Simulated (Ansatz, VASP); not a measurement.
# Ge in VASP and in Ansatz

```
CELL_PARAMETERS angstrom
4.02269 0.00000 0.00000
-2.01134 3.48375 0.00000
0.00000 0.00000 18.86852
ATOMIC_POSITIONS crystal
Ge 0.33333 0.66667 0.27476
Ge 0.66667 0.33333 0.23849
Ge 0.33333 0.66667 0.52408
Ge 0.00000 0.00000 0.48781
```

Alike in both runs: task single point; functional PBE; dispersion D3(BJ); k mesh 9 × 9 × 1; occupations gaussian, width 0.1 eV; no spin polarisation.

```csv
,VASP,Ansatz
version,VASP 6.6.1,Ansatz 0.2.0
potentials or method,"VASP PAW PBE potentials, release 64 (Ge_d), cutoff 520 eV","scalar-relativistic, plane waves, PAW"
valence electrons in the cell,56,56
```

|  | VASP | Ansatz | Ansatz less VASP |
| --- | --- | --- | --- |
| gap on the k mesh at the Fermi level (eV) | 0.06 | 0.06 | 0.000 |
| least direct gap on the mesh (eV) | 0.06 | 0.06 | 0.000 |
| rms of the force components (eV/Å) | 0.060 | 0.060 | 0.0000 |

Atom by atom the forces differ by 0.001 eV/Å (rms over components).
